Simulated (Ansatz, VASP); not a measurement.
Sr: VASP beside Ansatz

INCAR

```
SYSTEM = Sr
  ALGO = Normal
  EDIFF = 1E-6
  ENCUT = 520
  GGA = RE
  ISIF = 2
  ISMEAR = -1
  LASPH = .True.
  LCHARG = .True.
  LELF = .True.
  LREAL = .False.
  LVHAR = .True.
  LWAVE = .False.
  NBANDS = 11
  NELM = 100
  PREC = Accurate
  SIGMA = 0.1
```

Contents of KPOINTS:

```
k-points
0
Gamma
  10 10 10
  0 0 0
```

File POSCAR:

```
Sr
1.0
   -2.4883671278      2.4883671278      2.4883671278
    2.4883671278     -2.4883671278      2.4883671278
    2.4883671278      2.4883671278     -2.4883671278
Sr
1
Direct
    0.0000000000      0.0000000000      0.0000000000
```

Input for Ansatz:

```yaml
crystal:
  lattice:
    - [-2.4883671278, 2.4883671278, 2.4883671278]
    - [2.4883671278, -2.4883671278, 2.4883671278]
    - [2.4883671278, 2.4883671278, -2.4883671278]
  atoms:
    - { symbol: Sr, position: [0.0, 0.0, 0.0] }
hamiltonian:
  xc: revpbe
  pseudopotentials:
    kind: paw
    azcp:
      Sr: "pseudopotentials/Sr.paw.azcp"
basis:
  ecutwfc: 420
  fft_grid_basis: typed
kpoints:
  mp_grid: { grid: [10, 10, 10], shift: [0, 0, 0] }
magnetization:
  spin_polarized: false
scf:
  occupations: { method: fermi_dirac, width: 0.1 }
  lower_state_search: "off"
output:
  stress: true
  write_density: true
  write_potential: true
  elf: true
  volumetric_format: npy
```

Alike in both runs: task single point; functional revPBE; k mesh 10 × 10 × 10; occupations fermi-dirac, width 0.1 eV; no spin polarisation.

|  | VASP | Ansatz |
| --- | --- | --- |
| version | VASP 6.6.1 | Ansatz 0.2.0 |
| potentials or method | VASP PAW PBE potentials, release 64 (Sr_sv), cutoff 520 eV | plane waves (420 eV) with PAW, scalar-relativistic |
| valence electrons in the cell | 10 | 10 |

```csv
,VASP,Ansatz,Ansatz less VASP
pressure (GPa),-0.7,-0.7,0.00
```

VASP's potentials were made for PBE, not for revPBE. With one functional, cell and mesh, what is left measures potentials, basis and numerics.
